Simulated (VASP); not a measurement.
# Ni3O4 (Cmmm) in VASP: notebook

Ni3O4 is run at these levels: PBEsol; tasks: single point.

All numbers are computed with VASP 6.6.1; they aren't measurements. Logs are shortened: lines on timing, memory, paths and dates and some standing lists are left out, and cuts for length are marked.

## (1) The cell of the first run

It takes space group Cmmm (No. 65, orthorhombic). The conventional cell has a = 5.456 Å, b = 7.572 Å, c = 2.784 Å, α = 90.00°, β = 90.00°, γ = 90.00°. Ni (site symmetry 2/m) has 6 O at 1.90 to 1.95 Å within 2.5 Å. Within 2.5 Å of Ni (site symmetry mmm) lie 6 O at 1.87 Å. O (site symmetry 2mm) has 4 Ni at 1.87 to 1.90 Å and 1 O at 2.49 Å within 2.5 Å. Within 2.5 Å of O (site symmetry m2m) lie 5 Ni at 1.87 to 1.95 Å.

## (2) Single point, PBEsol (8.21 Å³/atom)

Contents of INCAR:

```
SYSTEM = Ni3O4
PREC = Accurate
ENCUT = 520
EDIFF = 1E-6
ISMEAR = 0
SIGMA = 0.1
LREAL = .False.
LASPH = .True.
NELM = 60
ALGO = Normal
ISIF = 2
LWAVE = .False.
LCHARG = .True.
GGA = PS
LELF = .True.
LVHAR = .True.
NBANDS = 36
```

Contents of KPOINTS:

```
Automatic mesh
0
Gamma
  8 8 12
  0 0 0
```

Contents of POSCAR:

```
Ni3O4
1.0
    2.7279555844     -3.7861610736      0.0000000000
    2.7279555844      3.7861610736      0.0000000000
    0.0000000000      0.0000000000      2.7835180108
Ni O
3 4
Direct
    0.5000000000      0.0000000000      0.5000000000
    0.0000000000      0.5000000000      0.5000000000
    0.0000000000      0.0000000000      0.0000000000
    0.7714951888      0.7714951888      0.5000000000
    0.2285048112      0.2285048112      0.5000000000
    0.2474481310      0.7525518690      0.0000000000
    0.7525518690      0.2474481310      0.0000000000
```

Potentials or basis: VASP PAW PBE potentials, release 64 (Ni, O).

Command:

```sh
$ cat potpaw_PBE.64/Ni/POTCAR potpaw_PBE.64/O/POTCAR > POTCAR
$ mpirun -np 1 vasp_std > vasp.out
```

OUTCAR:

```text
SYSTEM = Ni3O4
   PREC = Accurate
   ENCUT = 520
   EDIFF = 1E-6
   ISMEAR = 0
   LREAL = .False.
   LASPH = .True.
   NELM = 60
   ISIF = 2
   GGA = PS

 ion  position               nearest neighbor table
   1  0.500  0.000  0.500-   4 1.90   5 1.90   6 1.95   7 1.95   6 1.95   7 1.95   3 2.72   3 2.72
                             3 2.72   3 2.72   2 2.73   2 2.73
   2  0.000  0.500  0.500-   4 1.90   5 1.90   6 1.95   7 1.95   6 1.95   7 1.95   3 2.72   3 2.72
                             3 2.72   3 2.72   1 2.73   1 2.73
   3  0.000  0.000  0.000-   4 1.87   5 1.87   4 1.87   5 1.87   6 1.87   7 1.87   1 2.72   2 2.72
                             1 2.72   2 2.72   2 2.72   2 2.72   1 2.72   1 2.72
   4  0.771  0.771  0.500-   3 1.87   3 1.87   1 1.90   2 1.90
   5  0.229  0.229  0.500-   3 1.87   3 1.87   1 1.90   2 1.90
   6  0.247  0.753  0.000-   3 1.87   2 1.95   1 1.95   1 1.95   2 1.95
   7  0.753  0.247  0.000-   3 1.87   2 1.95   1 1.95   1 1.95   2 1.95

  LATTYP: Found a base centered orthorhombic cell.
 ALAT       =     5.4559111688
 B/A-ratio  =     1.3879115537
 C/A-ratio  =     0.5101838950

  Lattice vectors:

 A1 = (   2.7279555844,  -3.7861610736,   0.0000000000)
 A2 = (   2.7279555844,   3.7861610736,   0.0000000000)
 A3 = (   0.0000000000,   0.0000000000,   2.7835180108)

Analysis of symmetry for initial positions (statically):
=====================================================================
 Subroutine PRICEL returns:
 Original cell was already a primitive cell.

 Routine SETGRP: Setting up the symmetry group for a
 base centered orthorhombic supercell.

 Subroutine GETGRP returns: Found  8 space group operations
 (whereof  8 operations were pure point group operations)
 out of a pool of  8 trial point group operations.

The static configuration has the point symmetry D_2h.

Analysis of symmetry for dynamics (positions and initial velocities):
=====================================================================
 Subroutine PRICEL returns:
 Original cell was already a primitive cell.

 Routine SETGRP: Setting up the symmetry group for a
 base centered orthorhombic supercell.

 Subroutine GETGRP returns: Found  8 space group operations
 (whereof  8 operations were pure point group operations)
 out of a pool of  8 trial point group operations.

The dynamic configuration has the point symmetry D_2h.

 Subroutine INISYM returns: Found  8 space group operations
 (whereof  8 operations are pure point group operations),
 and found     1 'primitive' translations

----------------------------------------------------------------------------------------

                                     Primitive cell

  volume of cell :      57.4990

  direct lattice vectors                    reciprocal lattice vectors
     2.727955584 -3.786161074  0.000000000     0.183287442 -0.132059886  0.000000000
     2.727955584  3.786161074  0.000000000     0.183287442  0.132059886  0.000000000
     0.000000000  0.000000000  2.783518011     0.000000000  0.000000000  0.359257600

  length of vectors
     4.666557333  4.666557333  2.783518011     0.225907281  0.225907281  0.359257600

  position of ions in fractional coordinates (direct lattice)
     0.500000000  1.000000000  0.500000000
     1.000000000  0.500000000  0.500000000
     0.000000000  0.000000000  0.000000000
     0.771495189  0.771495189  0.500000000
     0.228504811  0.228504811  0.500000000
     0.247448131  0.752551869  0.000000000
     0.752551869  0.247448131  0.000000000

  ion indices of the primitive-cell ions
   primitive index   ion index
                 1           1
                 2           2
                 3           3
                 4           4
                 5           5
                 6           6
                 7           7

----------------------------------------------------------------------------------------

 KPOINTS: Automatic mesh

Automatic generation of k-mesh.
 Grid dimensions read from file:
 generate k-points for:    8    8   12

 Generating k-lattice:

  Cartesian coordinates                     Fractional coordinates (reciprocal lattice)
     0.022910930 -0.016507486  0.000000000     0.125000000 -0.000000000  0.000000000
     0.022910930  0.016507486  0.000000000    -0.000000000  0.125000000  0.000000000
     0.000000000  0.000000000  0.029938133     0.000000000  0.000000000  0.083333333

  Length of vectors
     0.028238410  0.028238410  0.029938133

  Shift w.r.t. Gamma in fractional coordinates (k-lattice)
     0.000000000  0.000000000  0.000000000

 Subroutine IBZKPT returns following result:
 ===========================================

 Found    147 irreducible k-points:

 Following reciprocal coordinates:
            Coordinates               Weight
  0.000000  0.000000  0.000000      1.000000
  0.125000  0.000000  0.000000      4.000000
  0.250000  0.000000  0.000000      4.000000
  0.375000  0.000000  0.000000      4.000000
  0.500000  0.000000  0.000000      2.000000
  0.125000  0.125000  0.000000      2.000000
[... 16 lines left out ...]
  0.125000  0.000000  0.083333      8.000000
  0.250000  0.000000  0.083333      8.000000
 [... further k-points ...]
   k-points           NKPTS =    147   k-points in BZ     NKDIM =    147   number of bands    NBANDS=     36
   number of dos      NEDOS =    301   number of ions     NIONS =      7
   total plane-waves  NPLWV =  31104
   dimension x,y,z NGX =    36 NGY =   36 NGZ =   24
   dimension x,y,z NGXF=    72 NGYF=   72 NGZF=   48
   ions per type =               3   4
   NGX,Y,Z   is equivalent  to a cutoff of  12.82, 12.82, 14.33 a.u.
   NGXF,Y,Z  is equivalent  to a cutoff of  25.65, 25.65, 28.67 a.u.
 SYSTEM =  Ni3O4
   PREC   = accura    normal or accurate (medium, high low for compatibility)
   ISTART =      0    job   : 0-new  1-cont  2-samecut
   ICHARG =      2    charge: 1-file 2-atom 10-const
   ISPIN  =      1    spin polarized calculation?
   LNONCOLLINEAR =      F non collinear calculations
   LSORBIT =      F    spin-orbit coupling
   LASPH  =      T    aspherical Exc in radial PAW
   ENCUT  =  520.0 eV  38.22 Ry    6.18 a.u.   8.68  8.68  5.18*2*pi/ulx,y,z
   NELM   =     60;   NELMIN=  2; NELMDL= -5     # of ELM steps
   EDIFF  = 0.1E-05   stopping-criterion for ELM
   LREAL  =      F    real-space projection
   EDIFFG = 0.1E-04   stopping-criterion for IOM
   NSW    =      0    number of steps for IOM
   IBRION =     -1    ionic relax: 0-MD 1-quasi-New 2-CG
   NFREE  =      0    steps in history (QN), initial steepest desc. (CG)
   ISIF   =      2    stress and relaxation
   ISYM   =      2    0-nonsym 1-usesym 2-fastsym
   POTIM  = 0.5000    time-step for ionic-motion
   TEBEG  =    0.0;   TEEND  =   0.0 temperature during run
   PSTRESS=    0.0 pullay stress
   NELECT =      54.0000    total number of electrons
   NUPDOWN=      -1.0000    fix difference up-down
   EMIN   =  10.00;   EMAX   =-10.00  energy-range for DOS
   EFERMI =   0.00;   METHOD = LEGACY
   ISMEAR =     0;   SIGMA  =   0.10  broadening in eV -4-tet -1-fermi 0-gaus
   EFERMI_NEDOS =   21; number of points for ismear=-14 and -15
   IALGO  =     38    algorithm
   IMIX   =      4    mixing-type and parameters
     AMIX     =   0.40;   BMIX     =  1.00
     AMIX_MAG =   1.60;   BMIX_MAG =  1.00
  volume/ion in A,a.u.               =       8.21        55.43
  Fermi-wavevector in a.u.,A,eV,Ry     =   1.603194  3.029596 34.970095  2.570229
  Thomas-Fermi vector in A             =   2.699895
   LORBIT       =      0    0 simple, 1 ext, 2 COOP (PROOUT), +10 PAW based schemes
   GGA     = PS    functional components
   LHFCALC =     F    Hartree Fock is set to
   AEXX    =    0.0000 exact exchange contribution
   IVDW    =     0    specifies the selected vdW correction
   LEPSILON=     F    determine dielectric tensor
   LRPA    =     F    only Hartree local field effects (RPA)
 non-spin polarized calculation
 Gauss-broadening in eV      SIGMA  =   0.10
  energy-cutoff  :      520.00
  volume of cell :       57.50
 maximum number of plane-waves:      1566
   NGX = 17   NGY = 17   NGZ = 11

 number of electron      53.9999989 magnetization

 Free energy of the ion-electron system (eV)
  ---------------------------------------------------
  ext. energy  EPLUGINS =         0.00000000
  ---------------------------------------------------
  free energy    TOTEN  =       -43.64584404 eV

  energy without entropy =      -43.61990707  energy(sigma->0) =      -43.63287556

 E-fermi :   8.2692     XC(G=0): -13.0889

 val. band max:        8.2649195386   @ k =   0.1250   0.1250   0.2500
 cond. band min:       8.2710430474   @ k =   0.5000   0.3750   0.2500
 fundamental gap:      0.0061235088
 Fermi energy:         8.2691788569

 k-point     1 :       0.0000    0.0000    0.0000
  band No.  band energies     occupation
      1     -13.5728      2.00000
      2     -11.5165      2.00000
      3     -11.3732      2.00000
      4     -11.0637      2.00000
      5      -1.3957      2.00000
      6      -0.4827      2.00000
[... 28 lines left out ...]
     35      17.8648      0.00000
     36      21.5123      0.00000

 k-point     2 :       0.1250    0.0000    0.0000
  band No.  band energies     occupation
      1     -13.5154      2.00000
      2     -11.5843      2.00000
      3     -11.3791      2.00000
      4     -11.0865      2.00000
      5      -1.2506      2.00000
      6      -0.3562      2.00000
[... 28 lines left out ...]
     35      18.0161      0.00000
     36      21.4479      0.00000
[... 817 lines left out ...]
     35      18.2507      0.00000
     36      21.3717      0.00000

 k-point    24 :       0.2500    0.0000    0.0833
  band No.  band energies     occupation
      1     -13.2840      2.00000
      2     -11.7697      2.00000
      3     -11.3740      2.00000
      4     -11.1155      2.00000
      5      -0.7988      2.00000
      6       0.0881      2.00000
[... 28 lines left out ...]
     35      18.6239      0.00000
     36      21.2349      0.00000

 [... further k-points ...]

------------------------ aborting loop because EDIFF is reached ----------------------------------------

  FORCE on cell =-STRESS in cart. coord.  units (eV):
  Direction    XX          YY          ZZ          XY          YZ          ZX
  --------------------------------------------------------------------------------------
  -------------------------------------------------------------------------------------
  Total        9.6175886      9.6939144      9.6756350      0.0000000      0.0000000      0.0000000
  in kB      267.9886283    270.1154040    269.6060569      0.0000000      0.0000000      0.0000000
  external PRESSURE =     269.2366964 kB  Pullay stress =       0.0000000 kB

 VOLUME and BASIS-vectors are now :
 -----------------------------------------------------------------------------
  energy-cutoff  :      520.00
  volume of cell :       57.50
      direct lattice vectors                 reciprocal lattice vectors
     2.727955584 -3.786161074  0.000000000     0.183287442 -0.132059886  0.000000000
     2.727955584  3.786161074  0.000000000     0.183287442  0.132059886  0.000000000
     0.000000000  0.000000000  2.783518011     0.000000000  0.000000000  0.359257600

 POSITION                                       TOTAL-FORCE (eV/Angst)
 -----------------------------------------------------------------------------------
      1.36398     -1.89308      1.39176        -0.000000      0.000000      0.000000
      1.36398      1.89308      1.39176        -0.000000      0.000000      0.000000
      0.00000      0.00000      0.00000        -0.000000      0.000000      0.000000
      4.20921      0.00000      1.39176        -0.053601      0.000000      0.000000
      1.24670      0.00000      1.39176         0.053601      0.000000      0.000000
      2.72796      1.91240      0.00000        -0.000000     -0.035954      0.000000
      2.72796     -1.91240      0.00000        -0.000000      0.035954      0.000000
 -----------------------------------------------------------------------------------
    total drift:                               -0.000000     -0.000000      0.000000

  FREE ENERGIE OF THE ION-ELECTRON SYSTEM (eV)
  ---------------------------------------------------
  free  energy   TOTEN  =       -43.6458440422 eV

  energy  without entropy=      -43.6199070746  energy(sigma->0) =      -43.63287556
```

Wall time 3.3 min (1 thread of Intel Xeon 6975P-C (Granite Rapids), shared host); peak memory 0.34 GiB.

What came out:

```yaml
Free_energy: -43.6458 eV
Pressure: 26.9 GPa
Largest_force: 0.054 eV/Å
Band_gap_on_the_k_mesh: zero (bands 27 and 28 overlap by 0.48 eV)
```

Forces in eV/Å, atoms in the order of the input:
```
Ni   0.000  0.000  0.000
Ni   0.000  0.000  0.000
Ni   0.000  0.000  0.000
O   -0.054  0.000  0.000
O    0.054  0.000  0.000
O    0.000 -0.036  0.000
O    0.000  0.036  0.000
```

Levels at points of the mesh, in eV from the Fermi level:
| k point | band 24 | band 25 | band 26 | band 27 | band 28 | band 29 | band 30 | band 31 |
| --- | --- | --- | --- | --- | --- | --- | --- | --- |
| (0.00, 0.00, 0.00) | -1.66 | -1.26 | -1.11 | -0.85 | 0.64 | 1.02 | 1.79 | 2.10 |
| (0.50, 0.00, 0.00) | -1.21 | -1.18 | 0.16 | 0.21 | 0.22 | 0.36 | 0.75 | 0.82 |
| (0.50, 0.50, 0.00) | -1.02 | -0.92 | -0.91 | -0.51 | -0.19 | 0.04 | 0.64 | 1.71 |
| (0.00, 0.00, 0.50) | -1.12 | -1.10 | -0.69 | -0.36 | -0.23 | 0.21 | 0.38 | 1.63 |
| (0.50, 0.00, 0.50) | -1.24 | -1.18 | 0.18 | 0.22 | 0.27 | 0.28 | 0.36 | 0.59 |
| (0.50, 0.50, 0.50) | -1.22 | -1.11 | -1.06 | -0.75 | 0.68 | 0.76 | 1.71 | 2.10 |

Caveat: the cell stands under pressure; the PAW data sets were made with another functional, which shifts forces and pressure a little; the run has no spin polarisation, though such a crystal can be magnetic; semilocal functionals often make such compounds metallic where correlation or magnetic order opens a gap, which also shifts bond lengths.

## (3) Single point, PBEsol (8.49 Å³/atom)

This run uses another cell than the first one, of 8.49 Å³/atom.

Contents of INCAR:

```
SYSTEM = Ni3O4
PREC = Accurate
ENCUT = 520
EDIFF = 1E-7
ISMEAR = 0
SIGMA = 0.1
LREAL = .FALSE.
LASPH = .TRUE.
NELM = 100
ALGO = Normal
ISIF = 2
LWAVE = .FALSE.
LCHARG = .TRUE.
GGA = PS
LELF = .TRUE.
LVHAR = .TRUE.
NBANDS = 36
```

Contents of KPOINTS:

```
regular mesh
0
G
  8 8 12
  0 0 0
```

Contents of POSCAR:

```
Ni3O4
1.0
    2.7764672659     -3.8257304893      0.0000000000
    2.7764672659      3.8257304893      0.0000000000
    0.0000000000      0.0000000000      2.7988666504
Ni O
3 4
Direct
    0.5000000000      0.0000000000      0.5000000000
    0.0000000000      0.5000000000      0.5000000000
    0.0000000000      0.0000000000      0.0000000000
    0.7756385498      0.7756385498      0.5000000000
    0.2243614502      0.2243614502      0.5000000000
    0.2440755867      0.7559244133      0.0000000000
    0.7559244133      0.2440755867      0.0000000000
```

Potentials or basis: VASP PAW PBE potentials, release 64 (Ni, O).

Command:

```sh
$ cat potpaw_PBE.64/Ni/POTCAR potpaw_PBE.64/O/POTCAR > POTCAR
$ mpirun -np 1 vasp_std > vasp.out
```

Run time: 3.6 min. Hardware: 1 thread of Intel Xeon 6975P-C (Granite Rapids), shared host; peak memory 0.35 GiB.

It converged, with:

```yaml
Free_energy: -43.9223 eV
Pressure: 18.7 GPa
Largest_force: 0.048 eV/Å
Band_gap_on_the_k_mesh: zero (bands 27 and 28 overlap by 0.45 eV)
```

Forces in eV/Å, atoms in the order of the input:
```
Ni   0.000  0.000  0.000
Ni   0.000  0.000  0.000
Ni   0.000  0.000  0.000
O   -0.048  0.000  0.000
O    0.048  0.000  0.000
O    0.000 -0.040  0.000
O    0.000  0.040  0.000
```

Stress tensor (GPa, compression positive):
```
18.52  0.00  0.00
 0.00 18.84  0.00
 0.00  0.00 18.75
```

Levels at points of the mesh, in eV from the Fermi level:
| k point | band 23 | band 24 | band 25 | band 26 | band 27 | band 28 | band 29 | band 30 | band 31 | band 32 |
| --- | --- | --- | --- | --- | --- | --- | --- | --- | --- | --- |
| (0.00, 0.00, 0.00) | -1.62 | -1.61 | -1.21 | -1.10 | -0.83 | 0.65 | 1.01 | 1.67 | 1.98 | 4.48 |
| (0.50, 0.00, 0.00) | -1.29 | -1.16 | -1.14 | 0.13 | 0.20 | 0.21 | 0.27 | 0.73 | 0.83 | 6.85 |
| (0.50, 0.50, 0.00) | -1.35 | -1.03 | -0.95 | -0.88 | -0.47 | -0.18 | -0.01 | 0.64 | 1.59 | 8.00 |
| (0.00, 0.00, 0.50) | -1.27 | -1.12 | -1.05 | -0.65 | -0.33 | -0.16 | 0.20 | 0.35 | 1.56 | 9.20 |
| (0.50, 0.00, 0.50) | -1.30 | -1.13 | -1.09 | 0.16 | 0.19 | 0.21 | 0.26 | 0.41 | 0.57 | 9.81 |
| (0.50, 0.50, 0.50) | -1.18 | -1.17 | -1.06 | -1.05 | -0.74 | 0.69 | 0.72 | 1.64 | 1.97 | 7.45 |

Caveat: the cell stands under pressure; the PAW data sets were made with another functional, which shifts forces and pressure a little; the run has no spin polarisation, though such a crystal can be magnetic; semilocal functionals often make such compounds metallic where correlation or magnetic order opens a gap, which also shifts bond lengths. With open d or f shells a metallic result of PBEsol can be an artefact of self-interaction; +U or a hybrid may open a gap.

(Continued in part 2 of 2.)
